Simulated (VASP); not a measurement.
# W (Pm-3n) in VASP: electric field gradients with LDA

Aim: the electric field gradients of W with LDA.

All numbers are computed with VASP 6.6.1; they aren't measurements. Logs are shortened: lines on timing, memory, paths and dates and some standing lists are left out, and cuts for length are marked.

## (1) The cell of the first run

Symmetry: Pm-3n, No. 223, cubic system. The conventional cell has a = 5.083 Å, b = 5.083 Å, c = 5.083 Å, α = 90.00°, β = 90.00°, γ = 90.00°. W (site symmetry m-3) has 12 W at 2.84 Å within 3.7 Å. Within 3.4 Å of W (site symmetry -4m2) lie 14 W at 2.54 to 3.11 Å.

## (2) Electric field gradients, LDA

INCAR

```
PREC = Accurate
ENCUT = 520
EDIFF = 1E-8
ISMEAR = -1
SIGMA = 0.05
LREAL = F
LASPH = T
NELM = 60
ALGO = Normal
ISIF = 2
LWAVE = F
LCHARG = F
LEFG = T
NBANDS = 66
```

KPOINTS

```
regular mesh
0
Gamma
  9 9 9
```

POSCAR

```
W
1.0
    5.0830000000      0.0000000000      0.0000000000
    0.0000000000      5.0830000000      0.0000000000
    0.0000000000      0.0000000000      5.0830000000
W
8
Direct
    0.0000000000      0.0000000000      0.0000000000
    0.5000000000      0.5000000000      0.5000000000
    0.0000000000      0.5000000000      0.2500000000
    0.0000000000      0.5000000000      0.7500000000
    0.2500000000      0.0000000000      0.5000000000
    0.7500000000      0.0000000000      0.5000000000
    0.5000000000      0.7500000000      0.0000000000
    0.5000000000      0.2500000000      0.0000000000
```

Potentials or basis: VASP PAW LDA potentials, release 64 (W_sv).

The run is started by

```console
cat potpaw_LDA.64/W_sv/POTCAR > POTCAR
mpirun -np 1 vasp_std > vasp.out
```

OUTCAR:

```text
PREC = Accurate
   ENCUT = 520
   EDIFF = 1E-8
   ISMEAR = -1
   LREAL = F
   LASPH = T
   NELM = 60
   ISIF = 2

 ion  position               nearest neighbor table
   1  0.000  0.000  0.000-   3 2.84   4 2.84   5 2.84   6 2.84   7 2.84   8 2.84   5 2.84   6 2.84
                             3 2.84   4 2.84   7 2.84   8 2.84
   2  0.500  0.500  0.500-   3 2.84   4 2.84   5 2.84   6 2.84   7 2.84   8 2.84   7 2.84   8 2.84
                             5 2.84   6 2.84   3 2.84   4 2.84
   3  0.000  0.500  0.250-   4 2.54   4 2.54   1 2.84   2 2.84   1 2.84   2 2.84   8 3.11   5 3.11
                             6 3.11   5 3.11   6 3.11   7 3.11   7 3.11   8 3.11
   4  0.000  0.500  0.750-   3 2.54   3 2.54   1 2.84   2 2.84   1 2.84   2 2.84   8 3.11   5 3.11
                             6 3.11   5 3.11   6 3.11   7 3.11   7 3.11   8 3.11
   5  0.250  0.000  0.500-   6 2.54   6 2.54   1 2.84   1 2.84   2 2.84   2 2.84   8 3.11   4 3.11
                             7 3.11   8 3.11   3 3.11   3 3.11   4 3.11   7 3.11
   6  0.750  0.000  0.500-   5 2.54   5 2.54   1 2.84   1 2.84   2 2.84   2 2.84   8 3.11   4 3.11
                             7 3.11   8 3.11   3 3.11   3 3.11   4 3.11   7 3.11
   7  0.500  0.750  0.000-   8 2.54   8 2.54   1 2.84   2 2.84   2 2.84   1 2.84   3 3.11   4 3.11
                             5 3.11   6 3.11   5 3.11   6 3.11   3 3.11   4 3.11
   8  0.500  0.250  0.000-   7 2.54   7 2.54   1 2.84   2 2.84   2 2.84   1 2.84   3 3.11   4 3.11
                             5 3.11   6 3.11   5 3.11   6 3.11   3 3.11   4 3.11

  LATTYP: Found a simple cubic cell.
 ALAT       =     5.0830000000

  Lattice vectors:

 A1 = (   5.0830000000,   0.0000000000,   0.0000000000)
 A2 = (   0.0000000000,   5.0830000000,   0.0000000000)
 A3 = (   0.0000000000,   0.0000000000,   5.0830000000)

Analysis of symmetry for initial positions (statically):
=====================================================================
 Subroutine PRICEL returns:
 Original cell was already a primitive cell.

 Routine SETGRP: Setting up the symmetry group for a
 simple cubic supercell.

 Subroutine GETGRP returns: Found 48 space group operations
 (whereof 24 operations were pure point group operations)
 out of a pool of 48 trial point group operations.

The static configuration has the point symmetry T_h .
 The point group associated with its full space group is O_h .

Analysis of symmetry for dynamics (positions and initial velocities):
=====================================================================
 Subroutine PRICEL returns:
 Original cell was already a primitive cell.

 Routine SETGRP: Setting up the symmetry group for a
 simple cubic supercell.

 Subroutine GETGRP returns: Found 48 space group operations
 (whereof 24 operations were pure point group operations)
 out of a pool of 48 trial point group operations.

The dynamic configuration has the point symmetry T_h .
 The point group associated with its full space group is O_h .

 Subroutine INISYM returns: Found 48 space group operations
 (whereof 24 operations are pure point group operations),
 and found     1 'primitive' translations

----------------------------------------------------------------------------------------

                                     Primitive cell

  volume of cell :     131.3289

  direct lattice vectors                    reciprocal lattice vectors
     5.083000000  0.000000000  0.000000000     0.196734212  0.000000000  0.000000000
     0.000000000  5.083000000  0.000000000     0.000000000  0.196734212  0.000000000
     0.000000000  0.000000000  5.083000000     0.000000000  0.000000000  0.196734212

  length of vectors
     5.083000000  5.083000000  5.083000000     0.196734212  0.196734212  0.196734212

  position of ions in fractional coordinates (direct lattice)
     0.000000000  0.000000000  0.000000000
     0.500000000  0.500000000  0.500000000
     0.000000000  0.500000000  0.250000000
     0.000000000  0.500000000  0.750000000
     0.250000000  0.000000000  0.500000000
     0.750000000  0.000000000  0.500000000
     0.500000000  0.750000000  0.000000000
     0.500000000  0.250000000  0.000000000

  ion indices of the primitive-cell ions
   primitive index   ion index
[... 86 lines left out ...]
   ISIF   =      2    stress and relaxation
   ISYM   =      2    0-nonsym 1-usesym 2-fastsym
   POTIM  = 0.5000    time-step for ionic-motion
   TEBEG  =    0.0;   TEEND  =   0.0 temperature during run
   PSTRESS=    0.0 pullay stress
   NELECT =     112.0000    total number of electrons
   NUPDOWN=      -1.0000    fix difference up-down
   EMIN   =  10.00;   EMAX   =-10.00  energy-range for DOS
   EFERMI =   0.00;   METHOD = LEGACY
   ISMEAR =    -1;   SIGMA  =   0.05  broadening in eV -4-tet -1-fermi 0-gaus
   EFERMI_NEDOS =   21; number of points for ismear=-14 and -15
   IALGO  =     38    algorithm
   IMIX   =      4    mixing-type and parameters
     AMIX     =   0.40;   BMIX     =  1.00
     AMIX_MAG =   1.60;   BMIX_MAG =  1.00
  volume/ion in A,a.u.               =      16.42       110.78
  Fermi-wavevector in a.u.,A,eV,Ry     =   1.552485  2.933771 32.792891  2.410209
  Thomas-Fermi vector in A             =   2.656853
   LORBIT       =      0    0 simple, 1 ext, 2 COOP (PROOUT), +10 PAW based schemes
   GGA     = CA    functional components
   LHFCALC =     F    Hartree Fock is set to
   AEXX    =    0.0000 exact exchange contribution
   IVDW    =     0    specifies the selected vdW correction
   LEPSILON=     F    determine dielectric tensor
   LRPA    =     F    only Hartree local field effects (RPA)
 non-spin polarized calculation
  energy-cutoff  :      520.00
  volume of cell :      131.33
 maximum number of plane-waves:      3575
 NGX is ok and might be reduce to    40
   NGX = 19   NGY = 19   NGZ = 19

 number of electron     111.9999989 magnetization

 Free energy of the ion-electron system (eV)
  ---------------------------------------------------
  ext. energy  EPLUGINS =         0.00000000
  ---------------------------------------------------
  free energy    TOTEN  =      -111.82028557 eV

  energy without entropy =     -111.79140242  energy(sigma->0) =     -111.80584399

 E-fermi :  10.5903     XC(G=0): -13.6201

 val. band max:       10.5860849417   @ k =   0.4444   0.3333   0.0000
 cond. band min:      10.6220304315   @ k =   0.3333   0.3333   0.0000
 fundamental gap:      0.0359454897
 Fermi energy:        10.5903214242

 k-point     1 :       0.0000    0.0000    0.0000
  band No.  band energies     occupation
      1     -63.0362      2.00000
      2     -62.9918      2.00000
      3     -62.9918      2.00000
      4     -62.8551      2.00000
      5     -62.8551      2.00000
      6     -62.8551      2.00000
[... 1645 lines left out ...]
     65      12.8500      0.00000
     66      13.4569      0.00000

 [... further k-points ...]
[... 5 lines left out ...]
  --------------------------------------------------------------------------------------
  -------------------------------------------------------------------------------------
  Total      -10.2058268    -10.2058268    -10.2058268      0.0000000     -0.0000000      0.0000000
  in kB     -124.5083409   -124.5083409   -124.5083409      0.0000000     -0.0000000      0.0000000
  external PRESSURE =    -124.5083409 kB  Pullay stress =       0.0000000 kB

 VOLUME and BASIS-vectors are now :
 -----------------------------------------------------------------------------
  energy-cutoff  :      520.00
  volume of cell :      131.33
      direct lattice vectors                 reciprocal lattice vectors
     5.083000000  0.000000000  0.000000000     0.196734212  0.000000000  0.000000000
     0.000000000  5.083000000  0.000000000     0.000000000  0.196734212  0.000000000
     0.000000000  0.000000000  5.083000000     0.000000000  0.000000000  0.196734212

 POSITION                                       TOTAL-FORCE (eV/Angst)
 -----------------------------------------------------------------------------------
      0.00000      0.00000      0.00000         0.000000     -0.000000     -0.000000
      2.54150      2.54150      2.54150         0.000000     -0.000000     -0.000000
      0.00000      2.54150      1.27075         0.000000      0.000000     -0.000000
      0.00000      2.54150      3.81225         0.000000     -0.000000      0.000000
      1.27075      0.00000      2.54150        -0.000000     -0.000000     -0.000000
      3.81225      0.00000      2.54150         0.000000      0.000000      0.000000
      2.54150      3.81225      0.00000        -0.000000      0.000000     -0.000000
      2.54150      1.27075      0.00000         0.000000     -0.000000      0.000000
 -----------------------------------------------------------------------------------
    total drift:                                0.000000     -0.000000      0.000000

  FREE ENERGIE OF THE ION-ELECTRON SYSTEM (eV)
  ---------------------------------------------------
  free  energy   TOTEN  =      -111.8202855651 eV

  energy  without entropy=     -111.7914024228  energy(sigma->0) =     -111.80584399

 Electric field gradients (V/A^2)
---------------------------------------------------------------------
 ion       V_xx      V_yy      V_zz      V_xy      V_xz      V_yz
---------------------------------------------------------------------
   1       0.000     0.000    -0.000     0.000    -0.000     0.000
   2      -0.000     0.000    -0.000    -0.000     0.000    -0.000
   3      16.864    16.864   -33.728     0.000    -0.000     0.000
   4      16.864    16.864   -33.728     0.000    -0.000     0.000
   5     -33.728    16.864    16.864    -0.000     0.000     0.000
   6     -33.728    16.864    16.864    -0.000     0.000     0.000
   7      16.864   -33.728    16.864     0.000     0.000    -0.000
   8      16.864   -33.728    16.864     0.000     0.000    -0.000
---------------------------------------------------------------------

 Electric field gradients after diagonalization (V/A^2)
 (convention: |V_zz| > |V_xx| > |V_yy|)
----------------------------------------------------------------------
 ion       V_xx      V_yy      V_zz     asymmetry (V_yy - V_xx)/ V_zz
----------------------------------------------------------------------
   1       0.000     0.000    -0.000       0.311
   2       0.000    -0.000    -0.000       0.155
   3      16.864    16.864   -33.728       0.000
   4      16.864    16.864   -33.728       0.000
   5      16.864    16.864   -33.728       0.000
   6      16.864    16.864   -33.728       0.000
   7      16.864    16.864   -33.728       0.000
   8      16.864    16.864   -33.728       0.000
----------------------------------------------------------------------

           NMR quadrupolar parameters

 Cq : quadrupolar parameter    Cq=e*Q*V_zz/h
 eta: asymmetry parameters     (V_yy - V_xx)/ V_zz
 Q  : nuclear electric quadrupole moment in mb (millibarn)
----------------------------------------------------------------------
 ion       Cq(MHz)       eta       Q (mb)
----------------------------------------------------------------------
   1      -0.000       0.311       1.000
   2      -0.000       0.155       1.000
   3      -0.082       0.000       1.000
   4      -0.082       0.000       1.000
   5      -0.082       0.000       1.000
   6      -0.082       0.000       1.000
   7      -0.082       0.000       1.000
   8      -0.082       0.000       1.000
----------------------------------------------------------------------
```

Wall time 6.1 min (1 thread of AMD EPYC 7R43 (Zen 3), shared host); peak memory 0.28 GiB.

What came out:

```yaml
Free_energy: -111.8203 eV
Pressure: -12.5 GPa
Band_gap_on_the_k_mesh: zero (band 56 reaches 10.88 eV, above the bottom of band 57 at 10.11 eV)
```

Levels at points of the mesh, in eV from the Fermi level:
| k point | band 52 | band 53 | band 54 | band 55 | band 56 | band 57 | band 58 | band 59 | band 60 | band 61 |
| --- | --- | --- | --- | --- | --- | --- | --- | --- | --- | --- |
| (0.00, 0.00, 0.00) | -1.97 | -1.47 | -1.47 | -0.48 | -0.48 | -0.48 | 1.55 | 1.55 | 1.55 | 1.60 |

Electric field gradients, principal values (V/Å²):
```csv
atom,least,middle,greatest (by size)
1 W,0.000,0.000,0.000
2 W,0.000,0.000,0.000
3 W,16.864,16.864,-33.728
4 W,16.864,16.864,-33.728
5 W,16.864,16.864,-33.728
6 W,16.864,16.864,-33.728
7 W,16.864,16.864,-33.728
8 W,16.864,16.864,-33.728
```

Caveat: without QUAD_EFG the Cq values of the log hold for a quadrupole moment of 1 mb, not for the nuclei; spin-orbit coupling is left out, which moves the levels of the heavy elements.
